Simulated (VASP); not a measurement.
Ag, 1 atom in the cell. The structure is cubic, space group Fm-3m (No. 225). Conventional cell: a = 4.003 Å, b = 4.003 Å, c = 4.003 Å, α = 90.00°, β = 90.00°, γ = 90.00°. Within 3.7 Å of Ag (site symmetry m-3m) lie 12 Ag at 2.83 Å.  This cell differs from its parent crystal: volume scaled by 0.9405.

| Item | Value |
| --- | --- |
| Program | VASP 6.6.1 |
| Task | electric field gradients |
| Functional | LDA |
| Potentials or basis | VASP PAW LDA potentials, release 64 (Ag) |
| Cutoff | 520 eV |
| k mesh | 15 × 15 × 15 |
| Occupations | fermi-dirac, width 0.05 eV |
| Spin | no spin polarisation |
| Dipole correction | no |
| Further INCAR settings | ALGO = Normal; EDIFF = 1e-08; NBANDS = 12 |

Potentials or basis: VASP PAW LDA potentials, release 64 (Ag).

The run is started by

```bash
$ cat potpaw_LDA.64/Ag/POTCAR > POTCAR
$ mpirun -np 1 vasp_std > vasp.out
```

Hardware: 1 thread of Intel Xeon 8259CL, with other jobs on the host.

Question: How long does it take, and how much memory?

Answer: Wall time 24 s on 1 thread of Intel Xeon 8259CL (shared host), peak memory 0.14 GiB. Counts: scf iterations 12, k points 120.
